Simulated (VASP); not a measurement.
# AlN (P6_3mc) in VASP: settings compared

AlN is run at these levels: PBEsol+D4, PBE, LDA, PBEsol+D3(BJ); tasks: relaxation of cell and atoms, single point.

Everything below comes from runs of VASP 6.6.1. Logs are shortened: lines on timing, memory, paths and dates and some standing lists are left out, and cuts for length are marked.

**Experimental background.**

“Self-assembly of well-separated AlN nanowires directly on sputtered metallic TiN films”, 2019, arxiv:1910.07391 quotes, for a bulk crystal of AlN at 10 K: band gap 6.034 eV (an exciton energy, a little under the gap).

How close the calculation comes is told below.

### 1 The cell of the first run

It takes space group P6_3mc (No. 186, hexagonal). The conventional cell has a = 3.113 Å, b = 3.113 Å, c = 4.981 Å, α = 90.00°, β = 90.00°, γ = 120.00°. Within 2.5 Å of Al (site symmetry 3m) lie 4 N at 1.89 Å. Within 2.5 Å of N (site symmetry 3m) lie 4 Al at 1.89 Å.

### 2 Relaxation of cell and atoms, PBEsol+D4

INCAR reads:

```
ALGO = Normal ; EDIFF = 1E-6
EDIFFG = -0.01 ; ENCUT = 600
GGA = PS ; IBRION = 2
ISIF = 3 ; ISMEAR = -1
IVDW = 13 ; LASPH = T
LCHARG = F ; LREAL = F
LWAVE = F ; NELM = 80
NSW = 60 ; PREC = Accurate
SIGMA = 0.05
```

KPOINTS reads:

```
k-points
0
Gamma
  10 10 6
```

POSCAR reads:

```
AlN
1.0
    3.1130000000      0.0000000000      0.0000000000
   -1.5565000000      2.6959370820      0.0000000000
    0.0000000000      0.0000000000      4.9810000000
Al N
2 2
Direct
    0.6666666667      0.3333333333      0.5000000000
    0.3333333333      0.6666666667      0.0000000000
    0.6666666667      0.3333333333      0.8800000000
    0.3333333333      0.6666666667      0.3800000000
```

Potentials or basis: VASP PAW PBE potentials, release 64 (Al, N).

The run is started by

```sh
cat potpaw_PBE.64/Al/POTCAR potpaw_PBE.64/N/POTCAR > POTCAR
mpirun -np 1 vasp_std > vasp.out
```

OUTCAR:

```text
EDIFF = 1E-6
   EDIFFG = -0.01
   ENCUT = 600
   GGA = PS
   IBRION = 2
   ISIF = 3
   ISMEAR = -1
   IVDW = 13
   LASPH = T
   LREAL = F
   NELM = 80
   NSW = 60
   PREC = Accurate

 ion  position               nearest neighbor table
   1  0.667  0.333  0.500-   3 1.89   4 1.89   4 1.89   4 1.89   2 3.07   2 3.07   2 3.07   2 3.07
                             2 3.07   2 3.07
   2  0.333  0.667  0.000-   4 1.89   3 1.89   3 1.89   3 1.89   1 3.07   1 3.07   1 3.07   1 3.07
                             1 3.07   1 3.07
   3  0.667  0.333  0.880-   1 1.89   2 1.89   2 1.89   2 1.89
   4  0.333  0.667  0.380-   2 1.89   1 1.89   1 1.89   1 1.89

  LATTYP: Found a hexagonal cell.
 ALAT       =     3.1130000000
 C/A-ratio  =     1.6000642467

  Lattice vectors:

 A1 = (   3.1130000000,   0.0000000000,   0.0000000000)
 A2 = (  -1.5565000000,   2.6959370820,   0.0000000000)
 A3 = (   0.0000000000,   0.0000000000,   4.9810000000)

Analysis of symmetry for initial positions (statically):
=====================================================================
 Subroutine PRICEL returns:
 Original cell was already a primitive cell.

 Routine SETGRP: Setting up the symmetry group for a
 hexagonal supercell.

 Subroutine GETGRP returns: Found 12 space group operations
 (whereof  6 operations were pure point group operations)
 out of a pool of 24 trial point group operations.

The static configuration has the point symmetry C_3v.
 The point group associated with its full space group is C_6v.

Analysis of symmetry for dynamics (positions and initial velocities):
=====================================================================
 Subroutine PRICEL returns:
 Original cell was already a primitive cell.

 Routine SETGRP: Setting up the symmetry group for a
 hexagonal supercell.

 Subroutine GETGRP returns: Found 12 space group operations
 (whereof  6 operations were pure point group operations)
 out of a pool of 24 trial point group operations.

The dynamic configuration has the point symmetry C_3v.
 The point group associated with its full space group is C_6v.

 Subroutine INISYM returns: Found 12 space group operations
 (whereof  6 operations are pure point group operations),
 and found     1 'primitive' translations

----------------------------------------------------------------------------------------

                                     Primitive cell

  volume of cell :      41.8028

  direct lattice vectors                    reciprocal lattice vectors
     3.113000000  0.000000000  0.000000000     0.321233537  0.185464269  0.000000000
    -1.556500000  2.695937082  0.000000000     0.000000000  0.370928538  0.000000000
     0.000000000  0.000000000  4.981000000     0.000000000  0.000000000  0.200762899

  length of vectors
     3.113000000  3.113000000  4.981000000     0.370928538  0.370928538  0.200762899

  position of ions in fractional coordinates (direct lattice)
[... 85 lines left out ...]
   EDIFFG = -.1E-01   stopping-criterion for IOM
   NSW    =     60    number of steps for IOM
   IBRION =      2    ionic relax: 0-MD 1-quasi-New 2-CG
   NFREE  =      1    steps in history (QN), initial steepest desc. (CG)
   ISIF   =      3    stress and relaxation
   ISYM   =      2    0-nonsym 1-usesym 2-fastsym
   POTIM  = 0.5000    time-step for ionic-motion
   TEBEG  =    0.0;   TEEND  =   0.0 temperature during run
   PSTRESS=    0.0 pullay stress
   NELECT =      16.0000    total number of electrons
   NUPDOWN=      -1.0000    fix difference up-down
   EMIN   =  10.00;   EMAX   =-10.00  energy-range for DOS
   EFERMI =   0.00;   METHOD = LEGACY
   ISMEAR =    -1;   SIGMA  =   0.05  broadening in eV -4-tet -1-fermi 0-gaus
   EFERMI_NEDOS =   21; number of points for ismear=-14 and -15
   IALGO  =     38    algorithm
   IMIX   =      4    mixing-type and parameters
     AMIX     =   0.40;   BMIX     =  1.00
     AMIX_MAG =   1.60;   BMIX_MAG =  1.00
  volume/ion in A,a.u.               =      10.45        70.52
  Fermi-wavevector in a.u.,A,eV,Ry     =   1.188629  2.246183 19.222843  1.412839
  Thomas-Fermi vector in A             =   2.324754
   LORBIT       =      0    0 simple, 1 ext, 2 COOP (PROOUT), +10 PAW based schemes
   GGA     = PS    functional components
   LHFCALC =     F    Hartree Fock is set to
   AEXX    =    0.0000 exact exchange contribution
   IVDW    =    13    specifies the selected vdW correction
   LEPSILON=     F    determine dielectric tensor
   LRPA    =     F    only Hartree local field effects (RPA)
 conjugate gradient relaxation of ions
 non-spin polarized calculation
  energy-cutoff  :      600.00
  volume of cell :       41.80
 maximum number of plane-waves:      1412
 NGX is ok and might be reduce to    28
   NGX = 13   NGY = 13   NGZ = 19

--------------------------------------- Ionic step        1  -------------------------------------------

 number of electron      16.0000000 magnetization

 Free energy of the ion-electron system (eV)
  ---------------------------------------------------
  ext. energy  EPLUGINS =         0.00000000
  ---------------------------------------------------
  free energy    TOTEN  =       -31.31434245 eV

  energy without entropy =      -31.31434245  energy(sigma->0) =      -31.31434245

------------------------ aborting loop because EDIFF is reached ----------------------------------------

  DFT-D4 for vdW energy calculation

  Edisp (eV):   -0.69574
[... 201 lines left out ...]
--------------------------------------- Ionic step        6  -------------------------------------------

 number of electron      15.9999999 magnetization

 Free energy of the ion-electron system (eV)
  ---------------------------------------------------
  ext. energy  EPLUGINS =         0.00000000
  ---------------------------------------------------
  free energy    TOTEN  =       -31.31094470 eV

  energy without entropy =      -31.31094470  energy(sigma->0) =      -31.31094470

 E-fermi :   7.1333     XC(G=0): -11.1613

 val. band max:        6.1943428259   @ k =   0.0000   0.0000   0.0000
 cond. band min:      10.4237326545   @ k =   0.0000   0.0000   0.0000
 fundamental gap:      4.2293898286
 Fermi energy:         7.1333232336

 k-point     1 :       0.0000    0.0000    0.0000
  band No.  band energies     occupation
      1      -9.0611      2.00000
      2      -6.8321      2.00000
      3       0.0763      2.00000
      4       5.2964      2.00000
      5       5.2964      2.00000
      6       5.9570      2.00000
      7       5.9570      2.00000
      8       6.1943      2.00000
      9      10.4237      0.00000
     10      12.8462      0.00000
     11      16.8011      0.00000
     12      17.2960      0.00000
[... 331 lines left out ...]
 k-point    24 :       0.4000    0.1000    0.1667
  band No.  band energies     occupation
      1      -7.0113      2.00000
      2      -6.3220      2.00000
      3       0.6700      2.00000
      4       1.7138      2.00000
      5       3.0561      2.00000
      6       3.8447      2.00000
      7       4.7405      2.00000
      8       5.0780      2.00000
      9      11.6358      0.00000
     10      12.5465      0.00000
     11      15.0294      0.00000
     12      15.9409      0.00000

 [... further k-points ...]

------------------------ aborting loop because EDIFF is reached ----------------------------------------

  DFT-D4 for vdW energy calculation

  Edisp (eV):   -0.70470
[... 27 lines left out ...]
  FREE ENERGIE OF THE ION-ELECTRON SYSTEM (eV)
  ---------------------------------------------------
  free  energy   TOTEN  =       -32.0156477423 eV

  energy  without entropy=      -32.0156477422  energy(sigma->0) =      -32.01564774

 reached required accuracy - stopping structural energy minimisation
```

OSZICAR:

```text
N       E                     dE             d eps       ncg     rms          rms(c)
DAV:   1     0.574262304278E+02    0.57426E+02   -0.82173E+03  1344   0.133E+03
DAV:   2    -0.311566752700E+02   -0.88583E+02   -0.81436E+02  1996   0.248E+02
[... 38 lines left out ...]
   5 F= -.32015584E+02 E0= -.32015584E+02  d E =-.197199E-03
       N       E                     dE             d eps       ncg     rms          rms(c)
DAV:   1    -0.313110331271E+02   -0.11783E-04   -0.14048E-02  1344   0.114E+00    0.522E-02
DAV:   2    -0.313109757511E+02    0.57376E-04   -0.11719E-04  1688   0.107E-01    0.291E-02
DAV:   3    -0.313109446345E+02    0.31117E-04   -0.44138E-05  1660   0.579E-02    0.269E-03
DAV:   4    -0.313109446982E+02   -0.63727E-07   -0.25840E-06  1312   0.160E-02
   6 F= -.32015648E+02 E0= -.32015648E+02  d E =-.261408E-03
```

CONTCAR:

```text
AlN
   1.00000000000000
     3.1003030938938627   -0.0000000000000000    0.0000000000000000
    -1.5501515469469314    2.6849412387623852   -0.0000000000000000
    -0.0000000000000000   -0.0000000000000000    4.9564380298278063
  Al              N
     2     2
Direct
     0.6666666667000030    0.3333333332999970    0.4989002858210622
     0.3333333332999970    0.6666666667000030    0.9989002858210622
     0.6666666667000030    0.3333333332999970    0.8810997141789404
     0.3333333332999970    0.6666666667000030    0.3810997141789403

  0.00000000E+00  0.00000000E+00  0.00000000E+00
  0.00000000E+00  0.00000000E+00  0.00000000E+00
  0.00000000E+00  0.00000000E+00  0.00000000E+00
  0.00000000E+00  0.00000000E+00  0.00000000E+00
```

It took 2.3 min on 1 thread of Intel Xeon Platinum 8488C (Sapphire Rapids), shared host; peak memory 0.19 GiB.

Results:

- Free energy: -32.0156 eV
- Relaxed volume: 10.31 Å³/atom
- Relaxed cell: a = 3.100 Å, b = 3.100 Å, c = 4.956 Å, α = 90.00°, β = 90.00°, γ = 120.00°
- Space group after relaxing (to 0.05 Å): P6_3mc (No. 186)
- Energy gained by relaxing: 1.4 meV/atom
- Ionic steps: 6
- Pressure after relaxing: 0.1 GPa
- Largest force after relaxing: 0.007 eV/Å
- Band gap on the k mesh: 4.23 eV, direct
- Dispersion energy per atom: -0.176 eV

Forces in eV/Å, atoms in the order of the input:
```
Al   0.000  0.000 -0.007
Al   0.000  0.000 -0.007
N    0.000  0.000  0.007
N    0.000  0.000  0.007
```

Stress tensor (GPa, compression positive):
```
0.06 0.00 0.00
0.00 0.06 0.00
0.00 0.00 0.15
```

Step by step:
```
step  energy change (eV)  largest force (eV/Å)  pressure (GPa)  volume (Å³)
   1              0.0000                0.1321           -2.56        41.80
   2             -0.0005                0.0852            2.54        40.80
   3             -0.0053                0.0228           -0.02        41.28
   4             -0.0053                0.0205            0.05        41.27
   5             -0.0055                0.0136            0.08        41.27
   6             -0.0056                0.0070            0.09        41.26
```

Final structure:
```yaml
crystal:
  lattice:
    - [3.10030, 0.00000, 0.00000]
    - [-1.55015, 2.68494, 0.00000]
    - [0.00000, 0.00000, 4.95644]
  atoms:
    - { symbol: Al, position: [0.66667, 0.33333, 0.49890] }
    - { symbol: Al, position: [0.33333, 0.66667, 0.99890] }
    - { symbol: N, position: [0.66667, 0.33333, 0.88110] }
    - { symbol: N, position: [0.33333, 0.66667, 0.38110] }
```

Levels at points of the mesh, in eV from the valence-band top:
```
           k point  band 6  band 7  band 8  band 9  band 10  band 11
(0.00, 0.00, 0.00)   -0.24   -0.24    0.00    4.23     6.65    10.61
(0.50, 0.00, 0.00)   -2.15   -1.83   -0.71    5.70     5.70     8.18
(0.00, 0.00, 0.50)   -0.58   -0.58   -0.58    6.48     6.48    10.31
(0.50, 0.00, 0.50)   -1.51   -1.39   -1.39    5.22     5.22     9.20
```

Caveat: the PAW data sets were made with another functional, which shifts forces and pressure a little.

(Continued in part 2 of 2.)
